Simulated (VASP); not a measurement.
A run of VASP 6.6.1 is set up as follows.

Contents of INCAR:

```
SYSTEM = AlPd4
  PREC = Accurate
  ENCUT = 520
  EDIFF = 1E-6
  ISMEAR = 0
  SIGMA = 0.1
  LREAL = .False.
  LASPH = .True.
  NELM = 100
  ALGO = Normal
  ISIF = 2
  LWAVE = .False.
  LCHARG = .False.
  GGA = PE
  NBANDS = 30
```

File KPOINTS:

```
regular mesh
0
Gamma
  6 6 6
  0 0 0
```

The input POSCAR:

```
AlPd4
1.0
   -2.4807214500      2.4807214500      3.1811700800
    2.4807214500     -2.4807214500      3.1811700800
    2.4807214500      2.4807214500     -3.1811700800
Al Pd
1 4
Direct
    0.0000000000      0.0000000000      0.0000000000
    0.7278876700      0.7278876700      0.4557753500
    0.2721123300      0.2721123300      0.5442246500
    0.7278876700      0.2721123300      0.0000000000
    0.2721123300      0.7278876700      0.0000000000
```

Potentials or basis: VASP PAW PBE potentials, release 64 (Al, Pd).

Run with:

```sh
$ cat potpaw_PBE.64/Al/POTCAR potpaw_PBE.64/Pd/POTCAR > POTCAR
$ mpirun -np 1 vasp_std > vasp.out
```

Task: Estimate the pressure.

Result: 75.2 GPa.

Task: Predict the largest force.

Result: 3.004 eV/Å.

Stress tensor (GPa, compression positive):
```
120.45   0.00   0.00
  0.00 120.45   0.00
  0.00   0.00 -15.40
```

Caveat: forces of over 1 eV/Å act on the atoms, so gaps and moduli don't describe the material at rest.
